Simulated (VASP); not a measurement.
The system is Si2B2C.

```
Si B C
1.0
     2.90211    0.00000    0.00000
    -1.45106    2.51330    0.00000
     0.00000    0.00000    6.56235
Si B C
2 2 1
Direct
  0.33333 0.66667 0.18371
  0.33333 0.66667 0.81629
  0.66667 0.33333 0.50000
  0.00000 0.00000 0.00000
  0.33333 0.66667 0.50000
```

| Item | Value |
| --- | --- |
| Program | VASP 6.6.1 |
| Task | relaxation of cell and atoms |
| Functional | PBE |
| Potentials or basis | VASP PAW PBE potentials, release 64 (Si, B, C) |
| Cutoff | 600 eV |
| k mesh | 6 × 6 × 4 |
| Occupations | gaussian, width 0.1 eV |
| Spin | no spin polarisation |

At the start: pressure 1.6 GPa; volume 9.57 Å³/atom.

Task: Where does the relaxation end?

Result: Over 3 steps the energy falls by 2.7 meV/atom and the volume is 9.64 Å³/atom (+0.7 %); space group P-6m2 (No. 187, to 0.05 Å).

The path:
```tsv
step	energy change (eV)	largest force (eV/Å)	pressure (GPa)	volume (Å³)
1	0.0000	0.5305	1.61	47.87
2	-0.0002	0.5046	-1.95	48.53
3	-0.0134	0.0153	-0.24	48.20
```

Final structure:
```
Si B C
1.0
     2.90047    0.00000    0.00000
    -1.45024    2.51188    0.00000
     0.00000    0.00000    6.61517
Si B C
2 2 1
Direct
  0.33333 0.66667 0.18568
  0.33333 0.66667 0.81432
  0.66667 0.33333 0.50000
  0.00000 0.00000 0.00000
  0.33333 0.66667 0.50000
```

Caveat: the k points lie up to 0.42 Å⁻¹ apart in the final cell.
